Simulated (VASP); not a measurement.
Write the native input for VASP 6.6.1 that does the following.

| Quantity | Value |
| --- | --- |
| Task | single point |
| Functional | PBE |
| Potentials or basis | VASP PAW PBE potentials, release 64 (Mo_sv, S) |
| Cutoff | 520 eV |
| k mesh | 7 × 4 × 6 |
| Occupations | fermi-dirac, width 0.1 eV |
| Spin | no spin polarisation |
| Hubbard terms | Mo d U = 2.9 eV |
| Dipole correction | no |
| Further INCAR settings | ALGO = Normal; EDIFF = 1e-06; NBANDS = 35 |

The structure of MoS2 lies in POSCAR:

```
MoS2
1.0
   -1.5799999400     -0.9122133900     -6.1100000000
    1.5799999400      0.9122133900    -12.2200000000
    1.5799999400     -2.7366401700      0.0000000000
Mo S
2 4
Direct
    0.0000000000      0.0000000000      0.0000000000
    0.0000000000      0.5000000000      0.5000000000
    0.7500000000      0.7500000000      0.0000000000
    0.7500000000      0.2500000000      0.5000000000
    0.5830000000      0.5830000000      0.0000000000
    0.5830000000      0.0830000000      0.5000000000
```

One way to write it, as run:

INCAR

```
SYSTEM = MoS2
PREC     = Accurate       ! precision mode
ENCUT    = 520            ! plane-wave cutoff, eV
EDIFF    = 1E-6           ! SCF threshold, eV
ISMEAR   = -1             ! smearing method
SIGMA    = 0.1            ! smearing width, eV
LREAL    = .FALSE.        ! projectors in reciprocal space
LASPH    = .TRUE.         ! aspherical terms in the spheres
NELM     = 150            ! most SCF steps
ALGO     = Normal         ! electronic algorithm
ISIF     = 2              ! what is computed and relaxed
LWAVE    = .FALSE.        ! write WAVECAR
LCHARG   = .FALSE.        ! write CHGCAR
LMAXMIX  = 4              ! l up to which the mixer works
LDAU     = .TRUE.         ! DFT+U
LDAUTYPE = 2            
LDAUL    = 2 -1           ! shell
LDAUU    = 2.9 0          ! U, eV
LDAUJ    = 0 0          
LDAUPRINT= 1            
GGA      = PE             ! functional
NBANDS   = 35             ! bands
```

KPOINTS

```
regular mesh
0
G
  7 4 6
  0 0 0
```

Potentials or basis: VASP PAW PBE potentials, release 64 (Mo_sv, S).

Launch:

```sh
$ cat potpaw_PBE.64/Mo_sv/POTCAR potpaw_PBE.64/S/POTCAR > POTCAR
$ mpirun -np 1 vasp_std > vasp.out
```

It gave:

```json
{
  "Pressure": "8.1 GPa",
  "Largest force": "0.902 eV/Å",
  "Band gap on the k mesh": "0.97 eV"
}
```

Caveat: the cell stands under pressure.

Run time: 4.1 min on 1 thread of AMD EPYC 9R45 (Zen 5), with other jobs on the host, peak memory 0.38 GiB.
